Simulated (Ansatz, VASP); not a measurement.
# One calculation of Ni, two programs

File INCAR:

```
PREC = Accurate
ENCUT = 520
EDIFF = 1E-6
ISMEAR = 0
SIGMA = 0.15
LREAL = False
LASPH = True
NELM = 150
ALGO = Normal
ISIF = 2
LWAVE = False
LCHARG = True
ISPIN = 2
MAGMOM = 0.6 0.6
LORBIT = 11
LMAXMIX = 4
GGA = PS
LELF = True
LVHAR = True
NBANDS = 21
```

KPOINTS

```
Automatic mesh
0
Gamma
  12 12 12
```

POSCAR

```
Ni
1.0
    0.0000000000     -2.7550755736      0.0000000000
   -2.7550755736      0.0000000000      0.0000000000
    0.0000000000      0.0000000000     -2.7550755736
Ni
2
Direct
    0.5000000000      0.5000000000      0.5000000000
    0.0000000000      0.0000000000      0.0000000000
```

Input for Ansatz:

```yaml
crystal:
  lattice:
    - [0.0, -2.7550755617, 0.0]
    - [-2.7550755617, 0.0, 0.0]
    - [0.0, 0.0, -2.7550755617]
  atoms:
    - { symbol: Ni, position: [0.5, 0.5, 0.5], spin: 0.6 }
    - { symbol: Ni, position: [0.0, 0.0, 0.0], spin: 0.6 }
basis:
  ecutwfc: 420
kpoints:
  mp_grid: { grid: [12, 12, 12] }
hamiltonian:
  xc: pbesol
scf:
  occupations: { method: gaussian, width: 0.15 }
output:
  forces: true
  stress: true
  eigenvalues: true
  populations: true
magnetization:
  spin_polarized: true
```

Alike in both runs: task single point; functional PBEsol; k mesh 12 × 12 × 12; occupations gaussian, width 0.15 eV; collinear spin.

|  | VASP | Ansatz |
| --- | --- | --- |
| version | VASP 6.6.1 | Ansatz 0.2.0 |
| potentials or method | VASP PAW PBE potentials, release 64 (Ni), cutoff 520 eV | scalar-relativistic, plane waves, PAW |
| valence electrons in the cell | 20 | 36 |

VASP gave:

```
gap on the k mesh at the Fermi level (eV)                     : none
pressure (GPa)                                                : -0.1
net moment per atom (μB)                                      : 0.49
size of the moment on the site where the two differ most (μB) : 0.50
```

Q: Estimate Ansatz's values.

A: gap on the k mesh at the Fermi level (eV): none; pressure (GPa): 0.0; net moment per atom (μB): 0.50; size of the moment on the site where the two differ most (μB): 0.52.

VASP's potentials were made for PBE, not for PBEsol. Site moments also hang on the region over which each program counts them. A gap of «none» marks a metal or a gap that the smearing closes. VASP's potentials hold 20 valence electrons a cell and Ansatz's 36, so a difference there can come from the potentials and not from the codes.
